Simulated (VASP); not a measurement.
Set up this calculation in VASP 6.6.1, as the native input.

| Quantity | Value |
| --- | --- |
| Task | single point |
| Functional | PBEsol |
| Potentials or basis | VASP PAW PBE potentials, release 64 (Ta_pv) |
| Cutoff | 520 eV |
| k mesh | 22 × 22 × 22 |
| Occupations | fermi-dirac, width 0.1 eV |
| Spin | no spin polarisation |
| Dipole correction | no |
| Further INCAR settings | ALGO = Normal; EDIFF = 1e-06; NBANDS = 12 |

The structure of Ta lies in POSCAR:

```
Ta
1.0
   -1.6419077497      1.6419077497      1.6419077497
    1.6419077497     -1.6419077497      1.6419077497
    1.6419077497      1.6419077497     -1.6419077497
Ta
1
Direct
    0.0000000000      0.0000000000      0.0000000000
```

One way to write it, as run:

INCAR

```
PREC = Accurate
ENCUT = 520
EDIFF = 1E-6
ISMEAR = -1
SIGMA = 0.1
LREAL = F
LASPH = T
NELM = 100
ALGO = Normal
ISIF = 2
LWAVE = F
LCHARG = F
GGA = PS
NBANDS = 12
```

KPOINTS

```
Automatic mesh
0
Gamma
  22 22 22
```

Potentials or basis: VASP PAW PBE potentials, release 64 (Ta_pv).

The run is started by

```console
$ cat potpaw_PBE.64/Ta_pv/POTCAR > POTCAR
$ mpirun -np 1 vasp_std > vasp.out
```

Results of the run:

| Item | Value |
| --- | --- |
| Pressure | -0.1 GPa |

Caveat: the PAW data sets were made with another functional, which shifts forces and pressure a little.

Wall time 18 s on 1 thread of Intel(R) Xeon(R) 6975P-C (Granite Rapids) (shared host), peak memory 0.19 GiB.
